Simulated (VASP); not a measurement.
Si2Ni (MoSi2 type), 3 atoms in the cell. Symmetry: I4/mmm, No. 139, tetragonal system. The conventional cell has a = 2.828 Å, b = 2.828 Å, c = 6.583 Å, α = 90.00°, β = 90.00°, γ = 90.00°. Within 2.9 Å of Ni (site symmetry 4/mmm) lie 10 Si at 2.19 to 2.28 Å and 4 Ni at 2.83 Å. Si (site symmetry 4mm) has 5 Ni at 2.19 to 2.28 Å and 9 Si at 2.19 to 2.83 Å within 2.9 Å. 

```yaml
Program: VASP 6.6.1
Task: single point
Functional: PBE
Potentials_or_basis: VASP PAW PBE potentials, release 64 (Ni, Si)
Cutoff: 520 eV
k_mesh: 17 × 17 × 17
Occupations: fermi-dirac, width 0.1 eV
Spin: no spin polarisation
Dipole_correction: no
Further_INCAR_settings: ALGO = Normal; EDIFF = 1e-07; NBANDS = 16
```

Potentials or basis: VASP PAW PBE potentials, release 64 (Ni, Si).

Command:

```bash
$ cat potpaw_PBE.64/Ni/POTCAR potpaw_PBE.64/Si/POTCAR > POTCAR
$ mpirun -np 1 vasp_std > vasp.out
```

Hardware: 1 thread of AMD EPYC 7R13 Processor (Zen 3) (shared host).

Task: How long does it take, and how much memory?

Result: Run time: 3.9 min on 1 thread of AMD EPYC 7R13 Processor (Zen 3), with other jobs on the host, peak memory 0.27 GiB. Counts: scf iterations 16, k points 405.
